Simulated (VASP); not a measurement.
Input of a VASP 6.6.1 run:

Contents of INCAR:

```
SYSTEM = Si
PREC = Accurate
ENCUT = 520
EDIFF = 1E-6
ISMEAR = -1
SIGMA = 0.1
LREAL = .FALSE.
LASPH = .TRUE.
NELM = 100
ALGO = Normal
ISIF = 2
LWAVE = .FALSE.
LCHARG = .FALSE.
NBANDS = 13
```

KPOINTS

```
regular mesh
0
G
  8 8 12
  0 0 0
```

The input POSCAR:

```
Si
1.0
    4.4180367493      0.0000000000      0.0000000000
   -2.2090183747      3.8261320597      0.0000000000
    0.0000000000      0.0000000000      2.5339047928
Si
3
Direct
    1.0000000000      0.0000000000      0.0000000000
    0.3333333333      0.6666666667      0.5000000000
    0.6666666667      0.3333333333      0.5000000000
```

Potentials or basis: VASP PAW LDA potentials, release 64 (Si).

The run is started by

```console
$ cat potpaw_LDA.64/Si/POTCAR > POTCAR
$ mpirun -np 1 vasp_std > vasp.out
```

Question: What does it give for the band gap on the k mesh?

Answer: Zero (band 6 reaches 12.36 eV, above the bottom of band 7 at 5.77 eV).

Question: What does it give for the pressure?

Answer: 0.1 GPa.
